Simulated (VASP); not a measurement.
Wanted: the native input for a VASP 6.6.1 run.

```yaml
Task: relaxation of cell and atoms
Functional: PBE
Potentials_or_basis: VASP PAW PBE potentials, release 64 (Tl_d, B)
Cutoff: 600 eV
k_mesh: 6 × 6 × 4
Occupations: gaussian, width 0.1 eV
Spin: no spin polarisation
Dipole_correction: no
Further_INCAR_settings: ALGO = Normal; EDIFF = 1e-07; IBRION = 2; EDIFFG = -0.04; NSW = 90; ISIF = 3
```

The structure of TlB8 lies in POSCAR:

```
TlB8
1.0
    4.6001421500      0.0000000000      0.0000000000
   -2.3000710800      3.9838399700      0.0000000000
    0.0000000000      0.0000000000      5.3716145500
Tl B
1 8
Direct
    0.0000000000      0.0000000000      0.5000000000
    0.5000000000      0.0000000000      0.5000000000
    0.0000000000      0.5000000000      0.5000000000
    0.5000000000      0.5000000000      0.5000000000
    0.3333333300      0.6666666700      0.2274631800
    0.3333333300      0.6666666700      0.7725368200
    0.6666666700      0.3333333300      0.7725368200
    0.6666666700      0.3333333300      0.2274631800
    0.0000000000      0.0000000000      0.0000000000
```

One way to write it, as run:

INCAR

```
PREC = Accurate
ENCUT = 600
EDIFF = 1E-7
ISMEAR = 0
SIGMA = 0.1
LREAL = False
LASPH = True
NELM = 60
ALGO = Normal
ISIF = 3
LWAVE = False
LCHARG = False
GGA = PE
IBRION = 2
NSW = 90
EDIFFG = -0.04
```

KPOINTS

```
Automatic mesh
0
Gamma
  6 6 4
```

Potentials or basis: VASP PAW PBE potentials, release 64 (Tl_d, B).

Launch:

```console
$ cat potpaw_PBE.64/Tl_d/POTCAR potpaw_PBE.64/B/POTCAR > POTCAR
$ mpirun -np 1 vasp_std > vasp.out
```

Results of the run:

| Quantity | Value |
| --- | --- |
| Relaxed volume | 10.77 Å³/atom |
| Relaxed cell | a = 5.366 Å, b = 5.366 Å, c = 3.885 Å, α = 90.00°, β = 90.00°, γ = 120.00° |
| Space group after relaxing (to 0.05 Å) | P6/mmm (No. 191) |
| Energy gained by relaxing | 755.6 meV/atom |
| Ionic steps | 19 |
| Pressure after relaxing | 0.0 GPa |
| Largest force after relaxing | 0.022 eV/Å |

Run time: 13 min on 1 thread of Oxide Virtual Turin-like Processor, on a shared host, peak memory 0.28 GiB.
